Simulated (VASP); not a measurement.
# BiTe (Fm-3m) in VASP: settings compared

The runs below take BiTe through single point, relaxation of cell and atoms, with PBE+D4, PBE.

Everything below comes from runs of VASP 6.6.1. Logs are shortened: lines on timing, memory, paths and dates and some standing lists are left out, and cuts for length are marked.

## (1) The cell of the first run

Symmetry: Fm-3m, No. 225, cubic system. Conventional cell: a = 6.405 Å, b = 6.405 Å, c = 6.405 Å, α = 90.00°, β = 90.00°, γ = 90.00°. Within 4.2 Å of Bi (site symmetry m-3m) lie 6 Te at 3.20 Å. Te (site symmetry m-3m) has 6 Bi at 3.20 Å within 4.2 Å.

## (2) Single point, PBE+D4

The input, INCAR:

```
PREC = Accurate
ENCUT = 520
EDIFF = 1E-6
ISMEAR = -1
SIGMA = 0.05
LREAL = False
LASPH = True
NELM = 100
ALGO = Normal
ISIF = 2
LWAVE = False
LCHARG = False
GGA = PE
IVDW = 13
NBANDS = 18
```

The input, KPOINTS:

```
Automatic mesh
0
Gamma
  9 9 9
```

The input, POSCAR:

```
BiTe
1.0
    0.0000000000      3.2023209981      3.2023209981
    3.2023209981      0.0000000000      3.2023209981
    3.2023209981      3.2023209981      0.0000000000
Bi Te
1 1
Direct
    0.0000000000      0.0000000000      0.0000000000
    0.5000000000      0.5000000000      0.5000000000
```

Potentials or basis: VASP PAW PBE potentials, release 64 (Bi_d, Te).

Run with:

```bash
$ cat potpaw_PBE.64/Bi_d/POTCAR potpaw_PBE.64/Te/POTCAR > POTCAR
$ mpirun -np 1 vasp_std > vasp.out
```

OUTCAR:

```text
PREC = Accurate
   ENCUT = 520
   EDIFF = 1E-6
   ISMEAR = -1
   LREAL = False
   LASPH = True
   NELM = 100
   ISIF = 2
   GGA = PE
   IVDW = 13

 ion  position               nearest neighbor table
   1  0.000  0.000  0.000-   2 3.20   2 3.20   2 3.20   2 3.20   2 3.20   2 3.20
   2  0.500  0.500  0.500-   1 3.20   1 3.20   1 3.20   1 3.20   1 3.20   1 3.20

  LATTYP: Found a face centered cubic cell.
 ALAT       =     6.4046419962

  Lattice vectors:

 A1 = (   0.0000000000,   3.2023209981,   3.2023209981)
 A2 = (   3.2023209981,   0.0000000000,   3.2023209981)
 A3 = (   3.2023209981,   3.2023209981,   0.0000000000)

Analysis of symmetry for initial positions (statically):
=====================================================================
 Subroutine PRICEL returns:
 Original cell was already a primitive cell.

 Routine SETGRP: Setting up the symmetry group for a
 face centered cubic supercell.

 Subroutine GETGRP returns: Found 48 space group operations
 (whereof 48 operations were pure point group operations)
 out of a pool of 48 trial point group operations.

The static configuration has the point symmetry O_h .

Analysis of symmetry for dynamics (positions and initial velocities):
=====================================================================
 Subroutine PRICEL returns:
 Original cell was already a primitive cell.

 Routine SETGRP: Setting up the symmetry group for a
 face centered cubic supercell.

 Subroutine GETGRP returns: Found 48 space group operations
 (whereof 48 operations were pure point group operations)
 out of a pool of 48 trial point group operations.

The dynamic configuration has the point symmetry O_h .

 Subroutine INISYM returns: Found 48 space group operations
 (whereof 48 operations are pure point group operations),
 and found     1 'primitive' translations

----------------------------------------------------------------------------------------

                                     Primitive cell

  volume of cell :      65.6787

  direct lattice vectors                    reciprocal lattice vectors
     0.000000000  3.202320998  3.202320998    -0.156136752  0.156136752  0.156136752
     3.202320998  0.000000000  3.202320998     0.156136752 -0.156136752  0.156136752
     3.202320998  3.202320998  0.000000000     0.156136752  0.156136752 -0.156136752

  length of vectors
     4.528765787  4.528765787  4.528765787     0.270436788  0.270436788  0.270436788

  position of ions in fractional coordinates (direct lattice)
     0.000000000  0.000000000  0.000000000
     0.500000000  0.500000000  0.500000000

  ion indices of the primitive-cell ions
   primitive index   ion index
                 1           1
                 2           2

----------------------------------------------------------------------------------------

 KPOINTS: Automatic mesh

Automatic generation of k-mesh.
 Grid dimensions read from file:
 generate k-points for:    9    9    9

 Generating k-lattice:

  Cartesian coordinates                     Fractional coordinates (reciprocal lattice)
    -0.017348528  0.017348528  0.017348528     0.111111111  0.000000000  0.000000000
     0.017348528 -0.017348528  0.017348528     0.000000000  0.111111111  0.000000000
     0.017348528  0.017348528 -0.017348528     0.000000000  0.000000000  0.111111111

  Length of vectors
     0.030048532  0.030048532  0.030048532

  Shift w.r.t. Gamma in fractional coordinates (k-lattice)
     0.000000000  0.000000000  0.000000000

 Subroutine IBZKPT returns following result:
 ===========================================

 Found     35 irreducible k-points:

 Following reciprocal coordinates:
            Coordinates               Weight
  0.000000  0.000000  0.000000      1.000000
  0.111111  0.000000  0.000000      8.000000
  0.222222  0.000000  0.000000      8.000000
  0.333333  0.000000  0.000000      8.000000
  0.444444  0.000000  0.000000      8.000000
  0.111111  0.111111  0.000000      6.000000
[... 16 lines left out ...]
 -0.333333  0.333333  0.000000     12.000000
  0.444444  0.444444  0.000000      6.000000
 [... further k-points ...]
   k-points           NKPTS =     35   k-points in BZ     NKDIM =     35   number of bands    NBANDS=     18
   number of dos      NEDOS =    301   number of ions     NIONS =      2
   total plane-waves  NPLWV =  46656
   dimension x,y,z NGX =    36 NGY =   36 NGZ =   36
   dimension x,y,z NGXF=    72 NGYF=   72 NGZF=   72
   ions per type =               1   1
   NGX,Y,Z   is equivalent  to a cutoff of  13.22, 13.22, 13.22 a.u.
   NGXF,Y,Z  is equivalent  to a cutoff of  26.43, 26.43, 26.43 a.u.
 SYSTEM =  unknown system
   PREC   = accura    normal or accurate (medium, high low for compatibility)
   ISTART =      0    job   : 0-new  1-cont  2-samecut
   ICHARG =      2    charge: 1-file 2-atom 10-const
   ISPIN  =      1    spin polarized calculation?
   LNONCOLLINEAR =      F non collinear calculations
   LSORBIT =      F    spin-orbit coupling
   LASPH  =      T    aspherical Exc in radial PAW
   ENCUT  =  520.0 eV  38.22 Ry    6.18 a.u.   8.42  8.42  8.42*2*pi/ulx,y,z
   NELM   =    100;   NELMIN=  2; NELMDL= -5     # of ELM steps
   EDIFF  = 0.1E-05   stopping-criterion for ELM
   LREAL  =      F    real-space projection
   EDIFFG = 0.1E-04   stopping-criterion for IOM
   NSW    =      0    number of steps for IOM
   IBRION =     -1    ionic relax: 0-MD 1-quasi-New 2-CG
   NFREE  =      0    steps in history (QN), initial steepest desc. (CG)
   ISIF   =      2    stress and relaxation
   ISYM   =      2    0-nonsym 1-usesym 2-fastsym
   POTIM  = 0.5000    time-step for ionic-motion
   TEBEG  =    0.0;   TEEND  =   0.0 temperature during run
   PSTRESS=    0.0 pullay stress
   NELECT =      21.0000    total number of electrons
   NUPDOWN=      -1.0000    fix difference up-down
   EMIN   =  10.00;   EMAX   =-10.00  energy-range for DOS
   EFERMI =   0.00;   METHOD = LEGACY
   ISMEAR =    -1;   SIGMA  =   0.05  broadening in eV -4-tet -1-fermi 0-gaus
   EFERMI_NEDOS =   21; number of points for ismear=-14 and -15
   IALGO  =     38    algorithm
   IMIX   =      4    mixing-type and parameters
     AMIX     =   0.40;   BMIX     =  1.00
     AMIX_MAG =   1.60;   BMIX_MAG =  1.00
  volume/ion in A,a.u.               =      32.84       221.61
[... 20 lines left out ...]
  ext. energy  EPLUGINS =         0.00000000
  ---------------------------------------------------
  free energy    TOTEN  =        -7.15316930 eV

  energy without entropy =       -7.14012264  energy(sigma->0) =       -7.14664597

 E-fermi :   6.9987     XC(G=0):  -9.5715

 val. band max:        6.9867783366   @ k =  -0.3333   0.3333   0.1111
 cond. band min:       7.0430357995   @ k =   0.3333   0.0000   0.0000
 fundamental gap:      0.0562574629
 Fermi energy:         6.9986525594

 k-point     1 :       0.0000    0.0000    0.0000
  band No.  band energies     occupation
      1     -16.1362      2.00000
      2     -16.1362      2.00000
      3     -16.1312      2.00000
      4     -16.1312      2.00000
      5     -16.1312      2.00000
      6      -6.7142      2.00000
[... 10 lines left out ...]
     17      13.2881      0.00000
     18      13.5003      0.00000

 k-point     2 :       0.1111    0.0000    0.0000
  band No.  band energies     occupation
      1     -16.1367      2.00000
      2     -16.1367      2.00000
      3     -16.1310      2.00000
      4     -16.1304      2.00000
      5     -16.1304      2.00000
      6      -6.5994      2.00000
[... 10 lines left out ...]
     17      14.0368      0.00000
     18      14.3583      0.00000

 k-point     3 :       0.2222    0.0000    0.0000
  band No.  band energies     occupation
      1     -16.1382      2.00000
      2     -16.1382      2.00000
      3     -16.1303      2.00000
      4     -16.1282      2.00000
      5     -16.1282      2.00000
      6      -6.2587      2.00000
[... 10 lines left out ...]
     17      15.6060      0.00000
     18      15.8514      0.00000

 k-point     4 :       0.3333    0.0000    0.0000
  band No.  band energies     occupation
      1     -16.1401      2.00000
      2     -16.1401      2.00000
      3     -16.1297      2.00000
      4     -16.1254      2.00000
      5     -16.1254      2.00000
      6      -5.7047      2.00000
[... 10 lines left out ...]
     17      16.6857      0.00000
     18      17.6538      0.00000

 k-point     5 :       0.4444    0.0000    0.0000
  band No.  band energies     occupation
      1     -16.1414      2.00000
      2     -16.1414      2.00000
      3     -16.1292      2.00000
      4     -16.1236      2.00000
      5     -16.1236      2.00000
      6      -4.9739      2.00000
[... 10 lines left out ...]
     17      15.5306      0.00000
     18      16.7918      0.00000

 k-point     6 :       0.1111    0.1111    0.0000
  band No.  band energies     occupation
      1     -16.1379      2.00000
      2     -16.1356      2.00000
      3     -16.1317      2.00000
      4     -16.1299      2.00000
      5     -16.1299      2.00000
      6      -6.5621      2.00000
[... 10 lines left out ...]
     17      13.5641      0.00000
     18      13.8268      0.00000

 k-point     7 :       0.2222    0.1111    0.0000
  band No.  band energies     occupation
      1     -16.1398      2.00000
      2     -16.1358      2.00000
      3     -16.1316      2.00000
      4     -16.1282      2.00000
      5     -16.1278      2.00000
      6      -6.3000      2.00000
[... 10 lines left out ...]
     17      14.4188      0.00000
     18      14.6139      0.00000

 k-point     8 :       0.3333    0.1111    0.0000
  band No.  band energies     occupation
      1     -16.1417      2.00000
      2     -16.1375      2.00000
      3     -16.1305      2.00000
      4     -16.1263      2.00000
      5     -16.1250      2.00000
      6      -5.8240      2.00000
[... 10 lines left out ...]
     17      15.8865      0.00000
     18      16.1967      0.00000
[... 229 lines left out ...]
     17      15.5189      0.00000
     18      15.9943      0.00000

 k-point    20 :       0.3333    0.3333    0.0000
  band No.  band energies     occupation
      1     -16.1483      2.00000
      2     -16.1342      2.00000
      3     -16.1322      2.00000
      4     -16.1223      2.00000
      5     -16.1223      2.00000
      6      -5.4962      2.00000
[... 10 lines left out ...]
     17      15.7494      0.00000
     18      15.7494      0.00000

 k-point    21 :       0.4444    0.3333    0.0000
  band No.  band energies     occupation
      1     -16.1499      2.00000
      2     -16.1339      2.00000
      3     -16.1325      2.00000
      4     -16.1212      2.00000
      5     -16.1208      2.00000
      6      -5.1085      2.00000
[... 10 lines left out ...]
     17      16.6255      0.00000
     18      16.6451      0.00000

 k-point    22 :      -0.4444    0.3333    0.0000
  band No.  band energies     occupation
      1     -16.1489      2.00000
      2     -16.1343      2.00000
      3     -16.1317      2.00000
      4     -16.1219      2.00000
      5     -16.1207      2.00000
      6      -4.6588      2.00000
[... 10 lines left out ...]
     17      17.0572      0.00000
     18      17.4413      0.00000

 k-point    23 :      -0.3333    0.3333    0.0000
  band No.  band energies     occupation
      1     -16.1462      2.00000
      2     -16.1368      2.00000
      3     -16.1285      2.00000
      4     -16.1241      2.00000
      5     -16.1221      2.00000
      6      -4.4037      2.00000
[... 10 lines left out ...]
     17      16.1147      0.00000
     18      19.0264      0.00000

 k-point    24 :       0.4444    0.4444    0.0000
  band No.  band energies     occupation
      1     -16.1524      2.00000
      2     -16.1351      2.00000
      3     -16.1311      2.00000
      4     -16.1196      2.00000
      5     -16.1196      2.00000
      6      -4.9472      2.00000
[... 10 lines left out ...]
     17      17.4823      0.00000
     18      17.5544      0.00000

 [... further k-points ...]

------------------------ aborting loop because EDIFF is reached ----------------------------------------

  DFT-D4 for vdW energy calculation

  Edisp (eV):   -1.01656

  FORCE on cell =-STRESS in cart. coord.  units (eV):
  Direction    XX          YY          ZZ          XY          YZ          ZX
  --------------------------------------------------------------------------------------
  -------------------------------------------------------------------------------------
  Total      -0.00780    -0.00780    -0.00780     0.00000     0.00000    -0.00000
  in kB      -0.19020    -0.19020    -0.19020     0.00000     0.00000    -0.00000
  external pressure =       -0.19 kB  Pullay stress =        0.00 kB

 VOLUME and BASIS-vectors are now :
 -----------------------------------------------------------------------------
  energy-cutoff  :      520.00
  volume of cell :       65.68
      direct lattice vectors                 reciprocal lattice vectors
     0.000000000  3.202320998  3.202320998    -0.156136752  0.156136752  0.156136752
     3.202320998  0.000000000  3.202320998     0.156136752 -0.156136752  0.156136752
     3.202320998  3.202320998  0.000000000     0.156136752  0.156136752 -0.156136752

 POSITION                                       TOTAL-FORCE (eV/Angst)
 -----------------------------------------------------------------------------------
      0.00000      0.00000      0.00000         0.000000     -0.000000      0.000000
      3.20232      3.20232      3.20232        -0.000000      0.000000     -0.000000
 -----------------------------------------------------------------------------------
    total drift:                               -0.000000      0.000000      0.000000

  FREE ENERGIE OF THE ION-ELECTRON SYSTEM (eV)
  ---------------------------------------------------
  free  energy   TOTEN  =        -8.1697243485 eV

  energy  without entropy=       -8.1566776886  energy(sigma->0) =       -8.16320102
```

Run time: 29 s. Hardware: 1 thread of Intel Xeon Platinum 8259CL at 2.50GHz (Skylake/Cascade Lake), shared host; peak memory 0.22 GiB.

What came out:

* Free energy: -8.1697 eV
* Pressure: 0.0 GPa
* Dispersion energy per atom: -0.508 eV

Levels at points of the mesh, in eV from the Fermi level:
```
           k point  band 7  band 8  band 9  band 10  band 11  band 12  band 13  band 14
(0.00, 0.00, 0.00)   -7.99   -2.60   -2.60    -2.60     2.25     2.25     2.25     4.65
```

Caveat: spin-orbit coupling is left out, which moves the levels of the heavy elements; pairwise dispersion overbinds metals, which lowers pressure and volume.

## (3) Single point, PBE

This run uses another cell than the first one, of 34.39 Å³/atom, 1.047 times its volume.

The input, INCAR:

```
  PREC = Accurate
  ENCUT = 520
  EDIFF = 1E-6
  ISMEAR = -1
  SIGMA = 0.05
  LREAL = False
  LASPH = True
  NELM = 80
  ALGO = Normal
  ISIF = 2
  LWAVE = False
  LCHARG = False
  GGA = PE
  NBANDS = 18
```

KPOINTS is that of step 2.

The input, POSCAR:

```
BiTe
1.0
    0.0000000000      3.2519287103      3.2519287103
    3.2519287103      0.0000000000      3.2519287103
    3.2519287103      3.2519287103      0.0000000000
Bi Te
1 1
Direct
    0.0000000000      0.0000000000      0.0000000000
    0.5000000000      0.5000000000      0.5000000000
```

Potentials or basis: VASP PAW PBE potentials, release 64 (Bi_d, Te).

Run with:

```bash
$ cat potpaw_PBE.64/Bi_d/POTCAR potpaw_PBE.64/Te/POTCAR > POTCAR
$ mpirun -np 1 vasp_std > vasp.out
```

It took 32 s on 1 thread of Intel Xeon Platinum 8259CL at 2.50GHz (Skylake/Cascade Lake), shared host; peak memory 0.22 GiB.

It converged, with:

| Item | Value |
| --- | --- |
| Free energy | -7.1750 eV |
| Pressure | -0.1 GPa |

Levels at points of the mesh, in eV from the Fermi level:
```csv
k point,band 6,band 7,band 8,band 9,band 10,band 11,band 12,band 13,band 14,band 15
"(0.00, 0.00, 0.00)",-13.39,-8.16,-2.48,-2.48,-2.48,2.15,2.15,2.15,4.72,4.72
```

Caveat: spin-orbit coupling is left out, which moves the levels of the heavy elements.

## (4) Relaxation of cell and atoms, PBE

The input, INCAR:

```
PREC = Accurate
ENCUT = 600
EDIFF = 1E-7
ISMEAR = -1
SIGMA = 0.05
LREAL = False
LASPH = True
NELM = 80
ALGO = Normal
ISIF = 3
LWAVE = False
LCHARG = False
GGA = PE
IBRION = 2
NSW = 100
EDIFFG = -0.005
```

The input, KPOINTS:

```
regular mesh
0
Gamma
  9 9 9
```

The input, POSCAR:

```
BiTe
1.0
    0.0000000000      3.2023209981      3.2023209981
    3.2023209981      0.0000000000      3.2023209981
    3.2023209981      3.2023209981      0.0000000000
Bi Te
1 1
Direct
    0.0000000000      0.0000000000      0.0000000000
    0.5000000000      0.5000000000      0.5000000000
```

Run with:

```bash
$ cat potpaw_PBE.64/Bi_d/POTCAR potpaw_PBE.64/Te/POTCAR > POTCAR
$ mpirun -np 1 vasp_std > vasp.out
```

It took 87 s on 1 thread of Intel Xeon Platinum 8259CL at 2.50GHz (Skylake/Cascade Lake), shared host; peak memory 0.24 GiB.

Results (log left out):

```
Free energy                            : -7.1747 eV
Relaxed volume                         : 34.36 Å³/atom
Relaxed cell                           : a = 4.597 Å, b = 4.597 Å, c = 4.597 Å, α = 60.00°, β = 60.00°, γ = 60.00°
Space group after relaxing (to 0.05 Å) : Fm-3m (No. 225)
Energy gained by relaxing              : 10.7 meV/atom
Ionic steps                            : 3
Pressure after relaxing                : 0.0 GPa
```

The path:
```
step  energy change (eV)  largest force (eV/Å)  pressure (GPa)  volume (Å³)
   1              0.0000                0.0000            2.37        65.68
   2             -0.0157                0.0000           -1.07        70.40
   3             -0.0215                0.0000            0.00        68.71
```

Final structure:
```
Bi Te
1.0
     0.00000    3.25090    3.25090
     3.25090    0.00000    3.25090
     3.25090    3.25090    0.00000
Bi Te
1 1
Direct
  0.00000 0.00000 0.00000
  0.50000 0.50000 0.50000
```

Levels at points of the mesh, in eV from the Fermi level:
```csv
k point,band 7,band 8,band 9,band 10,band 11,band 12,band 13,band 14
"(0.00, 0.00, 0.00)",-8.16,-2.48,-2.48,-2.48,2.15,2.15,2.15,4.72
```

Caveat: spin-orbit coupling is left out, which moves the levels of the heavy elements. Zero-point motion and thermal expansion aren't in these numbers.

## (5) Relaxation of cell and atoms, PBE+D4

The input, INCAR:

```
SYSTEM = BiTe
PREC = Accurate
ENCUT = 600
EDIFF = 1E-6
ISMEAR = -1
SIGMA = 0.05
LREAL = .False.
LASPH = .True.
NELM = 80
ALGO = Normal
ISIF = 3
LWAVE = .False.
LCHARG = .False.
GGA = PE
IVDW = 13
IBRION = 2
NSW = 100
EDIFFG = -0.005
```

The input, KPOINTS:

```
regular mesh
0
Gamma
  9 9 9
  0 0 0
```

POSCAR is that of step 4.

Run with:

```bash
$ cat potpaw_PBE.64/Bi_d/POTCAR potpaw_PBE.64/Te/POTCAR > POTCAR
$ mpirun -np 1 vasp_std > vasp.out
```

Run time: 27 s. Hardware: 1 thread of Intel Xeon Platinum 8259CL at 2.50GHz (Skylake/Cascade Lake), shared host; peak memory 0.23 GiB.

Results (log left out):

* Free energy: -8.1697 eV
* Pressure after relaxing: 0.0 GPa
* Dispersion energy per atom: -0.508 eV

Final structure:
```yaml
crystal:
  lattice:
    - [0.00000, 3.20232, 3.20232]
    - [3.20232, 0.00000, 3.20232]
    - [3.20232, 3.20232, 0.00000]
  atoms:
    - { symbol: Bi, position: [0.00000, 0.00000, 0.00000] }
    - { symbol: Te, position: [0.50000, 0.50000, 0.50000] }
```

Levels at points of the mesh, in eV from the Fermi level:
| k point | band 7 | band 8 | band 9 | band 10 | band 11 | band 12 | band 13 | band 14 |
| --- | --- | --- | --- | --- | --- | --- | --- | --- |
| (0.00, 0.00, 0.00) | -7.99 | -2.60 | -2.60 | -2.60 | 2.25 | 2.25 | 2.25 | 4.65 |

Caveat: the relaxation stopped at its first step, so nothing moved; spin-orbit coupling is left out, which moves the levels of the heavy elements; pairwise dispersion overbinds metals, which lowers pressure and volume.

## (6) Overview

| task | level | cell | cutoff (eV) | gap on the mesh (eV) | pressure (GPa) |
| --- | --- | --- | --- | --- | --- |
| single point | PBE+D4 | a = 4.529 Å, angles 60.0°, 2 atoms | 520 | none | 0.0 |
| single point | PBE | a = 4.599 Å, angles 60.0°, 2 atoms | 520 | none | -0.1 |
| relaxation of cell and atoms | PBE | relaxed from a = 4.529 Å, angles 60.0°, 2 atoms | 600 | none | 0.0 |
| relaxation of cell and atoms | PBE+D4 | relaxed from a = 4.529 Å, angles 60.0°, 2 atoms | 600 | none | 0.0 |

Alike in all rows: potentials or basis VASP PAW PBE potentials, release 64 (Bi_d, Te); no spin polarisation; k mesh 9 × 9 × 9; smearing fermi-dirac 0.05 eV.

Caveats: spin-orbit coupling is left out, which moves the levels of the heavy elements; pairwise dispersion overbinds metals, which lowers pressure and volume (some runs); the relaxation stopped at its first step, so nothing moved (some runs).

Absolute energies hang on the potentials; compare differences alone.
